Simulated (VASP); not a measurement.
# PtSe2 (P1) in VASP: single point with PBEsol

Aim: the single point of PtSe2 with PBEsol.

Program: VASP 6.6.1. These are calculated values, not measurements. Logs are shortened: lines on timing, memory, paths and dates and some standing lists are left out, and cuts for length are marked.

**1. The cell of the first run**

The typed cell holds 3 atoms: a = 3.724 Å, b = 3.724 Å, c = 5.062 Å, α = 90.00°, β = 90.00°, γ = 120.00°.

**2. Single point, PBEsol (atom 1 (Pt) moved by (-0.300, -0.300) A along x and y)**

INCAR reads:

```
  PREC = Accurate
  ENCUT = 520
  EDIFF = 1E-6
  ISMEAR = 0
  SIGMA = 0.15
  LREAL = False
  LASPH = True
  NELM = 60
  ALGO = Fast
  ISIF = 2
  LWAVE = False
  LCHARG = True
  GGA = PS
  LELF = True
  LVHAR = True
  NBANDS = 18
```

KPOINTS reads:

```
regular mesh
0
Gamma
  12 12 10
```

POSCAR reads:

```
PtSe2
1.0
    3.7240006046      0.0000000000      0.0000000000
   -1.8620003023      3.2250791273      0.0000000000
    0.0000000000      0.0000000000      5.0620000000
Pt Se
1 2
Direct
   -0.1270690129     -0.0930209735      0.0000000000
    0.3333333333      0.6666666667      0.2500000000
    0.6666666667      0.3333333333      0.7500000000
```

Potentials or basis: VASP PAW PBE potentials, release 64 (Pt, Se).

Run with:

```console
$ cat potpaw_PBE.64/Pt/POTCAR potpaw_PBE.64/Se/POTCAR > POTCAR
$ mpirun -np 1 vasp_std > vasp.out
```

OUTCAR:

```text
PREC = Accurate
   ENCUT = 520
   EDIFF = 1E-6
   ISMEAR = 0
   LREAL = False
   LASPH = True
   NELM = 60
   ISIF = 2
   GGA = PS

 ion  position               nearest neighbor table
   1  0.873  0.907  0.000-   2 2.15   3 2.26   3 2.44   2 2.62   2 2.77   3 2.86
   2  0.333  0.667  0.250-   1 2.15   1 2.62   1 2.77
   3  0.667  0.333  0.750-   1 2.26   1 2.44   1 2.86

  LATTYP: Found a hexagonal cell.
 ALAT       =     3.7240006046
 C/A-ratio  =     1.3592908642

  Lattice vectors:

 A1 = (   3.7240006046,   0.0000000000,   0.0000000000)
 A2 = (  -1.8620003023,   3.2250791273,   0.0000000000)
 A3 = (   0.0000000000,   0.0000000000,   5.0620000000)

Analysis of symmetry for initial positions (statically):
=====================================================================
 Subroutine PRICEL returns:
 Original cell was already a primitive cell.

 Routine SETGRP: Setting up the symmetry group for a
 hexagonal supercell.

 Subroutine GETGRP returns: Found  1 space group operations
 (whereof  1 operations were pure point group operations)
 out of a pool of 24 trial point group operations.

The static configuration has the point symmetry C_1 .

Analysis of symmetry for dynamics (positions and initial velocities):
=====================================================================
 Subroutine PRICEL returns:
 Original cell was already a primitive cell.

 Routine SETGRP: Setting up the symmetry group for a
 hexagonal supercell.

 Subroutine GETGRP returns: Found  1 space group operations
 (whereof  1 operations were pure point group operations)
 out of a pool of 24 trial point group operations.

The dynamic configuration has the point symmetry C_1 .

 Subroutine INISYM returns: Found  1 space group operations
 (whereof  1 operations are pure point group operations),
 and found     1 'primitive' translations

----------------------------------------------------------------------------------------

                                     Primitive cell

  volume of cell :      60.7956

  direct lattice vectors                    reciprocal lattice vectors
     3.724000605  0.000000000  0.000000000     0.268528420  0.155034956  0.000000000
    -1.862000302  3.225079127  0.000000000     0.000000000  0.310069912  0.000000000
     0.000000000  0.000000000  5.062000000     0.000000000  0.000000000  0.197550375

  length of vectors
     3.724000605  3.724000605  5.062000000     0.310069912  0.310069912  0.197550375

  position of ions in fractional coordinates (direct lattice)
     0.872930987  0.906979026  0.000000000
     0.333333333  0.666666667  0.250000000
     0.666666667  0.333333333  0.750000000

  ion indices of the primitive-cell ions
   primitive index   ion index
                 1           1
                 2           2
                 3           3

----------------------------------------------------------------------------------------

 KPOINTS: regular mesh

Automatic generation of k-mesh.
 Grid dimensions read from file:
 generate k-points for:   12   12   10

 Generating k-lattice:

  Cartesian coordinates                     Fractional coordinates (reciprocal lattice)
     0.022377368  0.012919580  0.000000000     0.083333333  0.000000000  0.000000000
     0.000000000  0.025839159  0.000000000     0.000000000  0.083333333  0.000000000
     0.000000000  0.000000000  0.019755038     0.000000000  0.000000000  0.100000000

  Length of vectors
     0.025839159  0.025839159  0.019755038

  Shift w.r.t. Gamma in fractional coordinates (k-lattice)
     0.000000000  0.000000000  0.000000000

 Subroutine IBZKPT returns following result:
 ===========================================

 Found    724 irreducible k-points:

 Following reciprocal coordinates:
            Coordinates               Weight
  0.000000  0.000000  0.000000      1.000000
  0.083333  0.000000  0.000000      2.000000
  0.000000  0.083333  0.000000      2.000000
 -0.083333  0.083333  0.000000      2.000000
  0.166667 -0.000000  0.000000      2.000000
  0.000000  0.166667  0.000000      2.000000
[... 16 lines left out ...]
  0.166667  0.083333  0.000000      2.000000
 -0.083333  0.250000  0.000000      2.000000
 [... further k-points ...]
   k-points           NKPTS =    724   k-points in BZ     NKDIM =    724   number of bands    NBANDS=     18
   number of dos      NEDOS =    301   number of ions     NIONS =      3
   total plane-waves  NPLWV =  31360
   dimension x,y,z NGX =    28 NGY =   28 NGZ =   40
   dimension x,y,z NGXF=    56 NGYF=   56 NGZF=   80
   ions per type =               1   2
   NGX,Y,Z   is equivalent  to a cutoff of  12.50, 12.50, 13.14 a.u.
   NGXF,Y,Z  is equivalent  to a cutoff of  25.00, 25.00, 26.27 a.u.
 SYSTEM =  unknown system
   PREC   = accura    normal or accurate (medium, high low for compatibility)
   ISTART =      0    job   : 0-new  1-cont  2-samecut
   ICHARG =      2    charge: 1-file 2-atom 10-const
   ISPIN  =      1    spin polarized calculation?
   LNONCOLLINEAR =      F non collinear calculations
   LSORBIT =      F    spin-orbit coupling
   LASPH  =      T    aspherical Exc in radial PAW
   ENCUT  =  520.0 eV  38.22 Ry    6.18 a.u.   6.92  6.92  9.41*2*pi/ulx,y,z
   NELM   =     60;   NELMIN=  2; NELMDL= -5     # of ELM steps
   EDIFF  = 0.1E-05   stopping-criterion for ELM
   LREAL  =      F    real-space projection
   EDIFFG = 0.1E-04   stopping-criterion for IOM
   NSW    =      0    number of steps for IOM
   IBRION =     -1    ionic relax: 0-MD 1-quasi-New 2-CG
   NFREE  =      0    steps in history (QN), initial steepest desc. (CG)
   ISIF   =      2    stress and relaxation
   ISYM   =      2    0-nonsym 1-usesym 2-fastsym
   POTIM  = 0.5000    time-step for ionic-motion
   TEBEG  =    0.0;   TEEND  =   0.0 temperature during run
   PSTRESS=    0.0 pullay stress
   NELECT =      22.0000    total number of electrons
   NUPDOWN=      -1.0000    fix difference up-down
   EMIN   =  10.00;   EMAX   =-10.00  energy-range for DOS
   EFERMI =   0.00;   METHOD = LEGACY
   ISMEAR =     0;   SIGMA  =   0.15  broadening in eV -4-tet -1-fermi 0-gaus
   EFERMI_NEDOS =   21; number of points for ismear=-14 and -15
   IALGO  =     68    algorithm
   IMIX   =      4    mixing-type and parameters
     AMIX     =   0.40;   BMIX     =  1.00
     AMIX_MAG =   1.60;   BMIX_MAG =  1.00
  volume/ion in A,a.u.               =      20.27       136.76
  Fermi-wavevector in a.u.,A,eV,Ry     =   1.166608  2.204570 18.517180  1.360974
  Thomas-Fermi vector in A             =   2.303119
   LORBIT       =      0    0 simple, 1 ext, 2 COOP (PROOUT), +10 PAW based schemes
   GGA     = PS    functional components
   LHFCALC =     F    Hartree Fock is set to
   AEXX    =    0.0000 exact exchange contribution
   IVDW    =     0    specifies the selected vdW correction
   LEPSILON=     F    determine dielectric tensor
   LRPA    =     F    only Hartree local field effects (RPA)
 non-spin polarized calculation
 RMM-DIIS sequential band-by-band and
 Gauss-broadening in eV      SIGMA  =   0.15
  energy-cutoff  :      520.00
  volume of cell :       60.80
 maximum number of plane-waves:      1654
   NGX = 13   NGY = 13   NGZ = 19

 number of electron      21.9999999 magnetization

 Free energy of the ion-electron system (eV)
  ---------------------------------------------------
  ext. energy  EPLUGINS =         0.00000000
  ---------------------------------------------------
  free energy    TOTEN  =       -14.40460615 eV

  energy without entropy =      -14.39180633  energy(sigma->0) =      -14.39820624

 E-fermi :   6.3894     XC(G=0): -10.7881

 val. band max:        6.3859432263   @ k =  -0.0833   0.0833   0.4000
 cond. band min:       6.3918208497   @ k =   0.0000   0.0000   0.2000
 fundamental gap:      0.0058776234
 Fermi energy:         6.3893970105

 k-point     1 :       0.0000    0.0000    0.0000
  band No.  band energies     occupation
      1      -9.4577      2.00000
      2      -6.8550      2.00000
      3      -1.0208      2.00000
      4      -0.1132      2.00000
      5      -0.0489      2.00000
      6       1.2937      2.00000
[... 10 lines left out ...]
     17      14.4077      0.00000
     18      16.7383      0.00000

 k-point     2 :       0.0833    0.0000    0.0000
  band No.  band energies     occupation
      1      -9.3826      2.00000
      2      -6.8827      2.00000
      3      -0.9357      2.00000
      4      -0.1048      2.00000
      5       0.0319      2.00000
      6       1.2505      2.00000
[... 10 lines left out ...]
     17      14.3106      0.00000
     18      16.3200      0.00000

 k-point     3 :       0.0000    0.0833    0.0000
  band No.  band energies     occupation
      1      -9.3827      2.00000
      2      -6.8784      2.00000
      3      -0.9331      2.00000
      4      -0.1985      2.00000
      5       0.1104      2.00000
      6       1.1897      2.00000
[... 10 lines left out ...]
     17      14.6048      0.00000
     18      16.4905      0.00000

 k-point     4 :      -0.0833    0.0833    0.0000
  band No.  band energies     occupation
      1      -9.3823      2.00000
      2      -6.8755      2.00000
      3      -0.9262      2.00000
      4      -0.2572      2.00000
      5       0.1607      2.00000
      6       1.1645      2.00000
[... 375 lines left out ...]
      4      -0.2232      2.00000
      5       0.2821      2.00000
      6       1.0460      2.00000
[... 10 lines left out ...]
     17      14.9716      0.00000
     18      15.5741      0.00000

 k-point    23 :       0.1667    0.0833    0.0000
  band No.  band energies     occupation
      1      -8.9609      2.00000
      2      -7.0320      2.00000
      3      -0.4951      2.00000
      4       0.0180      2.00000
      5       0.3080      2.00000
      6       0.9413      2.00000
[... 10 lines left out ...]
     17      14.6550      0.00000
     18      15.3026      0.00000

 k-point    24 :      -0.0833    0.2500    0.0000
  band No.  band energies     occupation
      1      -8.9615      2.00000
      2      -6.9937      2.00000
      3      -0.4708      2.00000
      4      -0.2600      2.00000
      5       0.3239      2.00000
      6       0.8890      2.00000
[... 10 lines left out ...]
     17      14.3822      0.00000
     18      15.4989      0.00000

 [... further k-points ...]
[... 5 lines left out ...]
  --------------------------------------------------------------------------------------
  -------------------------------------------------------------------------------------
  Total        5.9898211      5.4708539      4.8840688      1.2434905     -0.0457186     -4.0099054
  in kB      157.8527591    144.1761564    128.7123135     32.7703283     -1.2048462   -105.6750464
  external PRESSURE =     143.5804097 kB  Pullay stress =       0.0000000 kB

 VOLUME and BASIS-vectors are now :
 -----------------------------------------------------------------------------
  energy-cutoff  :      520.00
  volume of cell :       60.80
      direct lattice vectors                 reciprocal lattice vectors
     3.724000605  0.000000000  0.000000000     0.268528420  0.155034956  0.000000000
    -1.862000302  3.225079127  0.000000000     0.000000000  0.310069912  0.000000000
     0.000000000  0.000000000  5.062000000     0.000000000  0.000000000  0.197550375

 POSITION                                       TOTAL-FORCE (eV/Angst)
 -----------------------------------------------------------------------------------
      1.56200      2.92508      0.00000         5.087415      4.964992     -0.921964
     -0.00000      2.15005      1.26550        -4.098749     -2.504914      2.575122
      1.86200      1.07503      3.79650        -0.988666     -2.460079     -1.653159
 -----------------------------------------------------------------------------------
    total drift:                                0.000683      0.000727      0.000117

  FREE ENERGIE OF THE ION-ELECTRON SYSTEM (eV)
  ---------------------------------------------------
  free  energy   TOTEN  =       -14.4046061505 eV

  energy  without entropy=      -14.3918063307  energy(sigma->0) =      -14.39820624
```

It took 12 min on 1 thread of AMD EPYC 9755, shared host; peak memory 0.78 GiB.

What came out:

* Free energy: -14.4046 eV
* Pressure: 14.4 GPa
* Largest force: 7.168 eV/Å
* Band gap on the k mesh: zero (bands 11 and 12 overlap by 0.37 eV)

Forces in eV/Å, atoms in the order of the input:
```
Pt   5.087  4.965 -0.922
Se  -4.099 -2.505  2.575
Se  -0.989 -2.460 -1.653
```

Stress tensor (GPa, compression positive):
```
 15.79   3.28 -10.57
  3.28  14.42  -0.12
-10.57  -0.12  12.87
```

Caveat: the cell differs from its parent crystal (atom 1 (Pt) moved by (-0.300, -0.300) A along x and y); the cell stands under pressure; the PAW data sets were made with another functional, which shifts forces and pressure a little; spin-orbit coupling is left out, which moves the levels of the heavy elements.
